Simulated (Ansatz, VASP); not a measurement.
# Two plane-wave programs on W3Au

```
W Au
1.0
     4.01672    0.00000    0.00000
     0.00000    4.01672    0.00000
     0.00000    0.00000    4.01672
W Au
3 1
Direct
  0.00000 0.50000 0.50000
  0.50000 0.00000 0.50000
  0.50000 0.50000 0.00000
  0.00000 0.00000 0.00000
```

Alike in both runs: functional PBE; k mesh 12 × 12 × 12; occupations gaussian, width 0.1 eV; no spin polarisation.

Ansatz relaxed the structure, and its values are those at the end. VASP's run is a single point on that final structure, the one shown.

|  | VASP | Ansatz |
| --- | --- | --- |
| version | VASP 6.6.1 | Ansatz 0.2.0 |
| potentials or method | VASP PAW PBE potentials, release 64 (W_sv, Au), cutoff 520 eV | scalar-relativistic, plane waves, PAW |
| valence electrons in the cell | 53 | 61 |

Ansatz gave:

- gap on the k mesh at the Fermi level (eV): none
- pressure (GPa): 0.0

Task: What did VASP give for the same quantities?

Result: gap on the k mesh at the Fermi level (eV): none; pressure (GPa): 0.3.

A gap of «none» marks a metal or a gap that the smearing closes. The functional is the same, so the differences come from potentials, cutoffs and numerics. VASP's potentials hold 53 valence electrons a cell and Ansatz's 61, so a difference there can come from the potentials and not from the codes.

Neither program's run includes spin-orbit coupling.
